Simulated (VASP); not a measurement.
# SnO2 (Pbcn) in VASP: single point with PBE

Aim: the single point of SnO2 with PBE.

All numbers are computed with VASP 6.6.1; they aren't measurements. Logs are shortened: lines on timing, memory, paths and dates and some standing lists are left out, and cuts for length are marked.

### Step 1. The cell of the first run

The structure is orthorhombic, space group Pbcn (No. 60). The conventional cell has a = 4.790 Å, b = 5.824 Å, c = 5.306 Å, α = 90.00°, β = 90.00°, γ = 90.00°. Within 2.7 Å of Sn (site symmetry 2) lie 6 O at 2.06 to 2.14 Å. O (site symmetry 1) has 3 Sn at 2.06 to 2.14 Å and 1 O at 2.67 Å within 2.7 Å.

### Step 2. Single point, PBE

Contents of INCAR:

```
PREC     = Accurate       # precision mode
ENCUT    = 600            # plane-wave cutoff, eV
EDIFF    = 1E-6           # SCF threshold, eV
ISMEAR   = 0              # smearing method
SIGMA    = 0.02           # smearing width, eV
LREAL    = F              # projectors in reciprocal space
LASPH    = T              # aspherical terms in the spheres
NELM     = 120            # most SCF steps
ALGO     = Normal         # electronic algorithm
ISIF     = 2              # what is computed and relaxed
LWAVE    = F              # write WAVECAR
LCHARG   = T              # write CHGCAR
GGA      = PE             # functional
LELF     = T              # ELF
LVHAR    = T            
NBANDS   = 64             # bands
GGA_COMPAT= F
```

Contents of KPOINTS:

```
regular mesh
0
Gamma
  6 6 6
```

Contents of POSCAR:

```
SnO2
1.0
    4.7896504875      0.0000000000      0.0000000000
    0.0000000000      5.8240975794      0.0000000000
    0.0000000000      0.0000000000      5.3056811755
Sn O
4 8
Direct
    0.5000000000      0.6651700476      0.7500000000
    0.0000000000      0.8348299524      0.2500000000
    0.5000000000      0.3348299524      0.2500000000
    0.0000000000      0.1651700476      0.7500000000
    0.7301618008      0.6070597004      0.0781618361
    0.2301618008      0.8929402996      0.9218381639
    0.7698381992      0.8929402996      0.5781618361
    0.2698381992      0.6070597004      0.4218381639
    0.7301618008      0.3929402996      0.5781618361
    0.2301618008      0.1070597004      0.4218381639
    0.7698381992      0.1070597004      0.0781618361
    0.2698381992      0.3929402996      0.9218381639
```

Potentials or basis: VASP PAW PBE potentials, release 64 (Sn_d, O).

Started as:

```
$ cat potpaw_PBE.64/Sn_d/POTCAR potpaw_PBE.64/O/POTCAR > POTCAR
$ mpirun -np 1 vasp_std > vasp.out
```

OUTCAR:

```text
PREC = Accurate
   ENCUT = 600
   EDIFF = 1E-6
   ISMEAR = 0
   LREAL = F
   LASPH = T
   NELM = 120
   ISIF = 2
   GGA = PE

 ion  position               nearest neighbor table
   1  0.500  0.665  0.750-   6 2.06   7 2.06   5 2.09   8 2.09   9 2.14  12 2.14   3 3.28   3 3.28
                             2 3.71   2 3.71   2 3.71   2 3.71
   2  0.000  0.835  0.250-   5 2.06   8 2.06   7 2.09   6 2.09  10 2.14  11 2.14   4 3.28   4 3.28
                             1 3.71   1 3.71   1 3.71   1 3.71
   3  0.500  0.335  0.250-  10 2.06  11 2.06   9 2.09  12 2.09   5 2.14   8 2.14   1 3.28   1 3.28
                             4 3.71   4 3.71   4 3.71   4 3.71
   4  0.000  0.165  0.750-   9 2.06  12 2.06  11 2.09  10 2.09   6 2.14   7 2.14   2 3.28   2 3.28
                             3 3.71   3 3.71   3 3.71   3 3.71
   5  0.730  0.607  0.078-   2 2.06   1 2.09   3 2.14
   6  0.230  0.893  0.922-   1 2.06   2 2.09   4 2.14
   7  0.770  0.893  0.578-   1 2.06   2 2.09   4 2.14
   8  0.270  0.607  0.422-   2 2.06   1 2.09   3 2.14
   9  0.730  0.393  0.578-   4 2.06   3 2.09   1 2.14
  10  0.230  0.107  0.422-   3 2.06   4 2.09   2 2.14
  11  0.770  0.107  0.078-   3 2.06   4 2.09   2 2.14
  12  0.270  0.393  0.922-   4 2.06   3 2.09   1 2.14

  LATTYP: Found a simple orthorhombic cell.
 ALAT       =     4.7896504875
 B/A-ratio  =     1.1077386939
 C/A-ratio  =     1.2159754860

  Lattice vectors:

 A1 = (  -4.7896504875,   0.0000000000,   0.0000000000)
 A2 = (   0.0000000000,   0.0000000000,   5.3056811755)
 A3 = (   0.0000000000,   5.8240975794,   0.0000000000)

Analysis of symmetry for initial positions (statically):
=====================================================================
 Subroutine PRICEL returns:
 Original cell was already a primitive cell.

 Routine SETGRP: Setting up the symmetry group for a
 simple orthorhombic supercell.

 Subroutine GETGRP returns: Found  8 space group operations
 (whereof  2 operations were pure point group operations)
 out of a pool of  8 trial point group operations.

The static configuration has the point symmetry S_2 .
 The point group associated with its full space group is D_2h.

Analysis of symmetry for dynamics (positions and initial velocities):
=====================================================================
 Subroutine PRICEL returns:
 Original cell was already a primitive cell.

 Routine SETGRP: Setting up the symmetry group for a
 simple orthorhombic supercell.

 Subroutine GETGRP returns: Found  8 space group operations
 (whereof  2 operations were pure point group operations)
 out of a pool of  8 trial point group operations.

The dynamic configuration has the point symmetry S_2 .
 The point group associated with its full space group is D_2h.

 Subroutine INISYM returns: Found  8 space group operations
 (whereof  2 operations are pure point group operations),
 and found     1 'primitive' translations

----------------------------------------------------------------------------------------

                                     Primitive cell

  volume of cell :     148.0041

  direct lattice vectors                    reciprocal lattice vectors
     4.789650488  0.000000000  0.000000000     0.208783502  0.000000000  0.000000000
     0.000000000  5.824097579  0.000000000     0.000000000  0.171700420  0.000000000
     0.000000000  0.000000000  5.305681176     0.000000000  0.000000000  0.188477213

  length of vectors
     4.789650488  5.824097579  5.305681176     0.208783502  0.171700420  0.188477213

  position of ions in fractional coordinates (direct lattice)
     0.500000000  0.665170048  0.750000000
     0.000000000  0.834829952  0.250000000
     0.500000000  0.334829952  0.250000000
     0.000000000  0.165170048  0.750000000
     0.730161801  0.607059700  0.078161836
     0.230161801  0.892940300  0.921838164
     0.769838199  0.892940300  0.578161836
     0.269838199  0.607059700  0.421838164
     0.730161801  0.392940300  0.578161836
     0.230161801  0.107059700  0.421838164
     0.769838199  0.107059700  0.078161836
     0.269838199  0.392940300  0.921838164

  ion indices of the primitive-cell ions
   primitive index   ion index
                 1           1
                 2           2
                 3           3
                 4           4
                 5           5
                 6           6
                 7           7
                 8           8
                 9           9
                10          10
                11          11
                12          12

----------------------------------------------------------------------------------------

 KPOINTS: regular mesh

Automatic generation of k-mesh.
 Grid dimensions read from file:
 generate k-points for:    6    6    6

 Generating k-lattice:

  Cartesian coordinates                     Fractional coordinates (reciprocal lattice)
     0.034797250  0.000000000  0.000000000     0.166666667  0.000000000  0.000000000
     0.000000000  0.028616737  0.000000000     0.000000000  0.166666667  0.000000000
     0.000000000  0.000000000  0.031412869     0.000000000  0.000000000  0.166666667

  Length of vectors
     0.034797250  0.028616737  0.031412869

  Shift w.r.t. Gamma in fractional coordinates (k-lattice)
     0.000000000  0.000000000  0.000000000

 Subroutine IBZKPT returns following result:
 ===========================================

 Found     64 irreducible k-points:

 Following reciprocal coordinates:
            Coordinates               Weight
  0.000000  0.000000  0.000000      1.000000
  0.166667  0.000000  0.000000      2.000000
  0.333333  0.000000  0.000000      2.000000
  0.500000  0.000000  0.000000      1.000000
  0.000000  0.166667  0.000000      2.000000
  0.166667  0.166667  0.000000      4.000000
[... 16 lines left out ...]
  0.333333  0.166667  0.166667      8.000000
  0.500000  0.166667  0.166667      4.000000
 [... further k-points ...]
   k-points           NKPTS =     64   k-points in BZ     NKDIM =     64   number of bands    NBANDS=     64
   number of dos      NEDOS =    301   number of ions     NIONS =     12
   total plane-waves  NPLWV =  80640
   dimension x,y,z NGX =    40 NGY =   48 NGZ =   42
   dimension x,y,z NGXF=    80 NGYF=   96 NGZF=   84
   ions per type =               4   8
   NGX,Y,Z   is equivalent  to a cutoff of  13.88, 13.70, 13.16 a.u.
   NGXF,Y,Z  is equivalent  to a cutoff of  27.77, 27.40, 26.32 a.u.
 SYSTEM =  unknown system
   PREC   = accura    normal or accurate (medium, high low for compatibility)
   ISTART =      0    job   : 0-new  1-cont  2-samecut
   ICHARG =      2    charge: 1-file 2-atom 10-const
   ISPIN  =      1    spin polarized calculation?
   LNONCOLLINEAR =      F non collinear calculations
   LSORBIT =      F    spin-orbit coupling
   LASPH  =      T    aspherical Exc in radial PAW
   ENCUT  =  600.0 eV  44.10 Ry    6.64 a.u.   9.57 11.63 10.60*2*pi/ulx,y,z
   NELM   =    120;   NELMIN=  2; NELMDL= -5     # of ELM steps
   EDIFF  = 0.1E-05   stopping-criterion for ELM
   LREAL  =      F    real-space projection
   EDIFFG = 0.1E-04   stopping-criterion for IOM
   NSW    =      0    number of steps for IOM
   IBRION =     -1    ionic relax: 0-MD 1-quasi-New 2-CG
   NFREE  =      0    steps in history (QN), initial steepest desc. (CG)
   ISIF   =      2    stress and relaxation
   ISYM   =      2    0-nonsym 1-usesym 2-fastsym
   POTIM  = 0.5000    time-step for ionic-motion
   TEBEG  =    0.0;   TEEND  =   0.0 temperature during run
   PSTRESS=    0.0 pullay stress
   NELECT =     104.0000    total number of electrons
   NUPDOWN=      -1.0000    fix difference up-down
   EMIN   =  10.00;   EMAX   =-10.00  energy-range for DOS
   EFERMI =   0.00;   METHOD = LEGACY
   ISMEAR =     0;   SIGMA  =   0.02  broadening in eV -4-tet -1-fermi 0-gaus
   EFERMI_NEDOS =   21; number of points for ismear=-14 and -15
   IALGO  =     38    algorithm
   IMIX   =      4    mixing-type and parameters
     AMIX     =   0.40;   BMIX     =  1.00
     AMIX_MAG =   1.60;   BMIX_MAG =  1.00
  volume/ion in A,a.u.               =      12.33        83.23
  Fermi-wavevector in a.u.,A,eV,Ry     =   1.455441  2.750386 28.821355  2.118310
  Thomas-Fermi vector in A             =   2.572476
   LORBIT       =      0    0 simple, 1 ext, 2 COOP (PROOUT), +10 PAW based schemes
   GGA     = PE    functional components
   LHFCALC =     F    Hartree Fock is set to
   AEXX    =    0.0000 exact exchange contribution
   IVDW    =     0    specifies the selected vdW correction
   LEPSILON=     F    determine dielectric tensor
   LRPA    =     F    only Hartree local field effects (RPA)
 non-spin polarized calculation
 Gauss-broadening in eV      SIGMA  =   0.02
  energy-cutoff  :      600.00
  volume of cell :      148.00
 maximum number of plane-waves:      4976
 NGX is ok and might be reduce to    40
   NGX = 19   NGY = 23   NGZ = 21

 number of electron     104.0000012 magnetization

 Free energy of the ion-electron system (eV)
  ---------------------------------------------------
  ext. energy  EPLUGINS =         0.00000000
  ---------------------------------------------------
  free energy    TOTEN  =       -74.42466507 eV

  energy without entropy =      -74.42466507  energy(sigma->0) =      -74.42466507

 E-fermi :   5.5357     XC(G=0): -11.1161

 val. band max:        5.4485821909   @ k =   0.3333   0.0000   0.0000
 cond. band min:       6.4317659717   @ k =   0.0000   0.0000   0.0000
 fundamental gap:      0.9831837807
 Fermi energy:         5.5356854464

 k-point     1 :       0.0000    0.0000    0.0000
  band No.  band energies     occupation
      1     -15.1792      2.00000
      2     -15.0503      2.00000
      3     -14.9785      2.00000
      4     -14.7215      2.00000
      5     -14.6208      2.00000
      6     -14.4765      2.00000
[... 1597 lines left out ...]
     63      15.9873      0.00000
     64      15.9878      0.00000

 [... further k-points ...]

------------------------ aborting loop because EDIFF is reached ----------------------------------------

  FORCE on cell =-STRESS in cart. coord.  units (eV):
  Direction    XX          YY          ZZ          XY          YZ          ZX
  --------------------------------------------------------------------------------------
  -------------------------------------------------------------------------------------
  Total        0.3331686      0.3605390      0.4549334      0.0000000      0.0000000      0.0000000
  in kB        3.6066253      3.9029164      4.9247568      0.0000000      0.0000000      0.0000000
  external PRESSURE =       4.1447662 kB  Pullay stress =       0.0000000 kB

 VOLUME and BASIS-vectors are now :
 -----------------------------------------------------------------------------
  energy-cutoff  :      600.00
  volume of cell :      148.00
      direct lattice vectors                 reciprocal lattice vectors
     4.789650488  0.000000000  0.000000000     0.208783502  0.000000000  0.000000000
     0.000000000  5.824097579  0.000000000     0.000000000  0.171700420  0.000000000
     0.000000000  0.000000000  5.305681176     0.000000000  0.000000000  0.188477213

 POSITION                                       TOTAL-FORCE (eV/Angst)
 -----------------------------------------------------------------------------------
      2.39483      3.87402      3.97926         0.000000      0.013917     -0.000000
      0.00000      4.86213      1.32642         0.000000     -0.013917     -0.000000
      2.39483      1.95008      1.32642         0.000000     -0.013917      0.000000
      0.00000      0.96197      3.97926         0.000000      0.013917      0.000000
      3.49722      3.53557      0.41470         0.009884     -0.003421      0.003913
      1.10239      5.20057      4.89098         0.009884      0.003421     -0.003913
      3.68726      5.20057      3.06754        -0.009884      0.003421      0.003913
      1.29243      3.53557      2.23814        -0.009884     -0.003421     -0.003913
      3.49722      2.28852      3.06754         0.009884      0.003421      0.003913
      1.10239      0.62353      2.23814         0.009884     -0.003421     -0.003913
      3.68726      0.62353      0.41470        -0.009884     -0.003421      0.003913
      1.29243      2.28852      4.89098        -0.009884      0.003421     -0.003913
 -----------------------------------------------------------------------------------
    total drift:                               -0.000000      0.000000      0.000000

  FREE ENERGIE OF THE ION-ELECTRON SYSTEM (eV)
  ---------------------------------------------------
  free  energy   TOTEN  =       -74.4246650663 eV

  energy  without entropy=      -74.4246650663  energy(sigma->0) =      -74.42466507
```

Run time: 17 min. Hardware: 1 thread of Oxide Virtual Turin-like, shared host; peak memory 0.58 GiB.

Results:

* Free energy: -74.4247 eV
* Pressure: 0.4 GPa
* Largest force: 0.014 eV/Å
* Band gap on the k mesh: 0.98 eV (least direct gap 1.00 eV)

Forces in eV/Å, atoms in the order of the input:
```
Sn   0.000  0.014  0.000
Sn   0.000 -0.014  0.000
Sn   0.000 -0.014  0.000
Sn   0.000  0.014  0.000
O    0.010 -0.003  0.004
O    0.010  0.003 -0.004
O   -0.010  0.003  0.004
O   -0.010 -0.003 -0.004
O    0.010  0.003  0.004
O    0.010 -0.003 -0.004
O   -0.010 -0.003  0.004
O   -0.010  0.003 -0.004
```

Caveat: spin-orbit coupling is left out, which moves the levels of the heavy elements.
